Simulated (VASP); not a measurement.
# Bi (Immm) in VASP: notebook, part 2 of 2

VASP 6.6.1.

### Step 5. Single point, PBE+D3(BJ)

INCAR reads:

```
SYSTEM = Bi
ALGO = Fast ; EDIFF = 1E-6
ENCUT = 520 ; GGA = PE
ISIF = 2 ; ISMEAR = 0
IVDW = 12 ; LASPH = .True.
LCHARG = .True. ; LELF = .True.
LREAL = .False. ; LVHAR = .True.
LWAVE = .False. ; NBANDS = 14
NELM = 60 ; PREC = Accurate
SIGMA = 0.15
```

KPOINTS reads:

```
k-points
0
Gamma
  16 16 16
  0 0 0
```

POSCAR reads:

```
Bi
1.0
   -1.7169847030      2.3048254002      1.8565968686
    1.7169847030     -2.3048254002      1.8565968686
    1.7169847030      2.3048254002     -1.8565968686
Bi
1
Direct
    0.0000000000      0.0000000000      0.0000000000
```

Potentials or basis: VASP PAW PBE potentials, release 64 (Bi_d).

Launch:

```console
cat potpaw_PBE.64/Bi_d/POTCAR > POTCAR
mpirun -np 1 vasp_std > vasp.out
```

OUTCAR:

```text
SYSTEM = Bi
   EDIFF = 1E-6
   ENCUT = 520
   GGA = PE
   ISIF = 2
   ISMEAR = 0
   IVDW = 12
   LASPH = .True.
   LREAL = .False.
   NELM = 60
   PREC = Accurate
 IVDW          = 12

 ion  position               nearest neighbor table
   1  0.000  0.000  0.000-

  LATTYP: Found a body centered orthorhombic cell.
 ALAT       =     3.4339694060
 B/A-ratio  =     1.0813124109
 C/A-ratio  =     1.3423680457

  Lattice vectors:

 A1 = (  -1.7169847030,  -2.3048254002,   1.8565968686)
 A2 = (   1.7169847030,  -2.3048254002,  -1.8565968686)
 A3 = (   1.7169847030,   2.3048254002,   1.8565968686)

Analysis of symmetry for initial positions (statically):
=====================================================================
 Subroutine PRICEL returns:
 Original cell was already a primitive cell.

 Routine SETGRP: Setting up the symmetry group for a
 body centered orthorhombic supercell.

 Subroutine GETGRP returns: Found  8 space group operations
 (whereof  8 operations were pure point group operations)
 out of a pool of  8 trial point group operations.

The static configuration has the point symmetry D_2h.

Analysis of symmetry for dynamics (positions and initial velocities):
[... 172 lines left out ...]
      5     -14.2826      2.00000
      6      -5.2957      2.00000
      7      13.4876      0.00000
      8      13.8142      0.00000
      9      14.8181      0.00000
     10      17.9389      0.00000
     11      18.0625      0.00000
     12      18.9489      0.00000
     13      20.5631      0.00000
     14      20.7635      0.00000
[... 377 lines left out ...]
      1     -14.4322      2.00000
      2     -14.4032      2.00000
      3     -14.3857      2.00000
      4     -14.3484      2.00000
      5     -14.2872      2.00000
      6      -5.0963      2.00000
      7      11.9955      0.00000
      8      13.3579      0.00000
      9      14.1454      0.00000
     10      17.5757      0.00000
     11      18.6133      0.00000
     12      20.1334      0.00000
     13      20.3831      0.00000
     14      21.0215      0.00000

 [... further k-points ...]

------------------------ aborting loop because EDIFF is reached ----------------------------------------

 Edisp (eV)   -0.53656

 E8    (eV) :    -0.2636

  FORCE on cell =-STRESS in cart. coord.  units (eV):
  Direction    XX          YY          ZZ          XY          YZ          ZX
  --------------------------------------------------------------------------------------
  -------------------------------------------------------------------------------------
  Total       0.45321     0.14165     0.51110     0.00000     0.00000     0.00000
  in kB      24.70765     7.72202    27.86365     0.00000     0.00000     0.00000
  external pressure =       20.10 kB  Pullay stress =        0.00 kB

 VOLUME and BASIS-vectors are now :
 -----------------------------------------------------------------------------
  energy-cutoff  :      520.00
  volume of cell :       29.39
      direct lattice vectors                 reciprocal lattice vectors
    -1.716984703  2.304825400  1.856596869     0.000000000  0.216936172  0.269309945
     1.716984703 -2.304825400  1.856596869     0.291208186  0.000000000  0.269309945
     1.716984703  2.304825400 -1.856596869     0.291208186  0.216936172  0.000000000

 POSITION                                       TOTAL-FORCE (eV/Angst)
 -----------------------------------------------------------------------------------
      0.00000      0.00000      0.00000         0.000000      0.000000      0.000000
 -----------------------------------------------------------------------------------
    total drift:                               -0.000000     -0.000000     -0.000000

  FREE ENERGIE OF THE ION-ELECTRON SYSTEM (eV)
  ---------------------------------------------------
  free  energy   TOTEN  =        -4.2243830651 eV

  energy  without entropy=       -4.2174297909  energy(sigma->0) =       -4.22090643
```

OSZICAR:

```text
N       E                     dE             d eps       ncg     rms          rms(c)
DAV:   1     0.113427838499E+03    0.11343E+03   -0.76774E+03 17608   0.126E+03
DAV:   2     0.278812879818E+01   -0.11064E+03   -0.10696E+03 18846   0.340E+02
DAV:   3    -0.354260366489E+01   -0.63307E+01   -0.63035E+01 21554   0.785E+01
DAV:   4    -0.368636306869E+01   -0.14376E+00   -0.14371E+00 22280   0.125E+01
DAV:   5    -0.369243093842E+01   -0.60679E-02   -0.60677E-02 24288   0.235E+00    0.441E-01
RMM:   6    -0.368852488852E+01    0.39060E-02   -0.55334E-03 21276   0.879E-01    0.262E-01
RMM:   7    -0.368770269929E+01    0.82219E-03   -0.49417E-03 21507   0.730E-01    0.755E-02
RMM:   8    -0.368779419412E+01   -0.91495E-04   -0.10139E-03 24351   0.415E-01    0.114E-02
RMM:   9    -0.368781997008E+01   -0.25776E-04   -0.27356E-04 27522   0.158E-01    0.884E-03
RMM:  10    -0.368782209712E+01   -0.21270E-05   -0.50815E-05 24667   0.983E-02    0.207E-03
RMM:  11    -0.368782371719E+01   -0.16201E-05   -0.24365E-05 29404   0.449E-02    0.175E-03
RMM:  12    -0.368782404157E+01   -0.32438E-06   -0.26758E-06 14966   0.153E-02
   1 F= -.42243831E+01 E0= -.42209064E+01  d E =-.695327E-02
```

Wall time 2 min (1 thread of Intel Xeon 6975P-C (Granite Rapids), shared host); peak memory 0.34 GiB.

Results:

```yaml
Free_energy: -4.2244 eV
Pressure: 2.0 GPa
Dispersion_energy_per_atom: -0.537 eV
```

Caveat: the cell differs from its parent crystal (strain +e along x and -e along y -0.1500, strain +e along z and -e/2 along x and y -0.0525); spin-orbit coupling is left out, which moves the levels of the heavy elements; pairwise dispersion overbinds metals, which lowers pressure and volume.

### Step 6. Single point, PBE+D3(BJ)

INCAR reads:

```
PREC     = Accurate       # precision mode
ENCUT    = 520            # plane-wave cutoff, eV
EDIFF    = 1E-7           # SCF threshold, eV
ISMEAR   = 0              # smearing method
SIGMA    = 0.15           # smearing width, eV
LREAL    = F              # projectors in reciprocal space
LASPH    = T              # aspherical terms in the spheres
NELM     = 100            # most SCF steps
ALGO     = Fast           # electronic algorithm
ISIF     = 2              # what is computed and relaxed
LWAVE    = F              # write WAVECAR
LCHARG   = F              # write CHGCAR
GGA      = PE             # functional
IVDW     = 12             # dispersion correction
NBANDS   = 14             # bands
```

KPOINTS reads:

```
Automatic mesh
0
Gamma
  16 16 16
```

POSCAR reads:

```
Bi
1.0
   -1.6826939957      2.2705346929      1.9251782833
    1.6826939957     -2.2705346929      1.9251782833
    1.6826939957      2.2705346929     -1.9251782833
Bi
1
Direct
    0.0000000000      0.0000000000      0.0000000000
```

Potentials or basis: VASP PAW PBE potentials, release 64 (Bi_d).

Launch:

```console
cat potpaw_PBE.64/Bi_d/POTCAR > POTCAR
mpirun -np 1 vasp_std > vasp.out
```

Wall time 2 min (1 thread of Intel Xeon 6975P-C (Granite Rapids), shared host); peak memory 0.34 GiB.

The run converged. Its results:

```yaml
Free_energy: -4.2295 eV
Pressure: 2.2 GPa
Dispersion_energy_per_atom: -0.536 eV
```

Stress tensor (GPa, compression positive):
```
3.34 0.00 0.00
0.00 0.74 0.00
0.00 0.00 2.50
```

Levels at points of the mesh, in eV from the Fermi level:
```
           k point  band 5  band 6  band 7  band 8  band 9  band 10
(0.00, 0.00, 0.00)  -23.00  -14.04    4.38    4.77    6.56     8.79
(0.50, 0.00, 0.00)  -22.95  -11.28   -5.74    3.86    4.97     8.51
(0.00, 0.50, 0.00)  -22.93   -9.88   -5.08    0.59    1.31     4.63
(0.50, 0.50, 0.00)  -22.95  -10.37   -5.51    2.03    3.24     6.40
(0.50, 0.50, 0.50)  -22.92   -9.10   -4.10   -1.80    1.00     2.94
```

Caveat: the cell differs from its parent crystal (strain +e along x and -e along y -0.1500, strain +e along z and -e/2 along x and y -0.0175); spin-orbit coupling is left out, which moves the levels of the heavy elements; pairwise dispersion overbinds metals, which lowers pressure and volume.

### Step 7. Single point, PBE+D3(BJ)

INCAR reads:

```
PREC = Accurate
ENCUT = 520
EDIFF = 1E-6
ISMEAR = 0
SIGMA = 0.15
LREAL = F
LASPH = T
NELM = 100
ALGO = Fast
ISIF = 2
LWAVE = F
LCHARG = F
GGA = PE
IVDW = 12
NBANDS = 14
```

KPOINTS reads:

```
regular mesh
0
Gamma
  16 16 16
```

POSCAR reads:

```
Bi
1.0
   -1.6484032883      2.2362439855      1.9937596979
    1.6484032883     -2.2362439855      1.9937596979
    1.6484032883      2.2362439855     -1.9937596979
Bi
1
Direct
    0.0000000000      0.0000000000      0.0000000000
```

Launch:

```console
cat potpaw_PBE.64/Bi_d/POTCAR > POTCAR
mpirun -np 1 vasp_std > vasp.out
```

Wall time 1.8 min (1 thread of Intel Xeon 6975P-C (Granite Rapids), shared host); peak memory 0.34 GiB.

Results (log left out):

```yaml
Free_energy: -4.2258 eV
Pressure: 2.8 GPa
Dispersion_energy_per_atom: -0.537 eV
```

Stress tensor (GPa, compression positive):
```
5.17 0.00 0.00
0.00 1.03 0.00
0.00 0.00 2.16
```

Levels at points of the mesh, in eV from the Fermi level:
| k point | band 5 | band 6 | band 7 | band 8 | band 9 | band 10 |
| --- | --- | --- | --- | --- | --- | --- |
| (0.00, 0.00, 0.00) | -22.97 | -14.06 | 4.10 | 4.43 | 7.04 | 8.41 |
| (0.50, 0.00, 0.00) | -22.92 | -11.42 | -5.78 | 4.26 | 5.33 | 8.99 |
| (0.00, 0.50, 0.00) | -22.91 | -9.85 | -5.14 | 0.73 | 1.53 | 4.82 |
| (0.50, 0.50, 0.00) | -22.92 | -10.16 | -5.44 | 1.70 | 2.85 | 6.02 |
| (0.50, 0.50, 0.50) | -22.90 | -9.14 | -3.92 | -2.37 | 1.53 | 2.66 |

Caveat: the cell differs from its parent crystal (strain +e along x and -e along y -0.1500, strain +e along z and -e/2 along x and y +0.0175); spin-orbit coupling is left out, which moves the levels of the heavy elements; pairwise dispersion overbinds metals, which lowers pressure and volume.

### Step 8. Overview

```tsv
cell	further INCAR settings	gap on the mesh (eV)	pressure (GPa)
a = 3.400 Å, angles 115.6, 103.4, 109.6°, 1 atom	ALGO = Fast; EDIFF = 1e-07; NBANDS = 14	none	0.6
a = 3.419 Å, angles 121.7, 97.5, 110.1°, 1 atom	ALGO = Fast; EDIFF = 1e-07; NBANDS = 14	none	2.5
a = 3.420 Å, angles 120.4, 96.0, 112.9°, 1 atom	ALGO = Fast; EDIFF = 1e-06; NBANDS = 14	none	2.1
a = 3.422 Å, angles 119.8, 95.3, 114.3°, 1 atom	ALGO = Fast; EDIFF = 1e-06; NBANDS = 14	none	2.0
a = 3.420 Å, angles 121.0, 96.8, 111.5°, 1 atom	ALGO = Fast; EDIFF = 1e-07; NBANDS = 14	none	2.2
a = 3.420 Å, angles 122.4, 98.3, 108.7°, 1 atom	ALGO = Fast; EDIFF = 1e-06; NBANDS = 14	none	2.8
```

Alike in all rows: task single point; level PBE+D3(BJ); potentials or basis VASP PAW PBE potentials, release 64 (Bi_d); no spin polarisation; k mesh 16 × 16 × 16; cutoff (eV) 520; smearing gaussian 0.15 eV.

Caveats: spin-orbit coupling is left out, which moves the levels of the heavy elements; pairwise dispersion overbinds metals, which lowers pressure and volume.

Absolute energies hang on the potentials; compare differences alone.
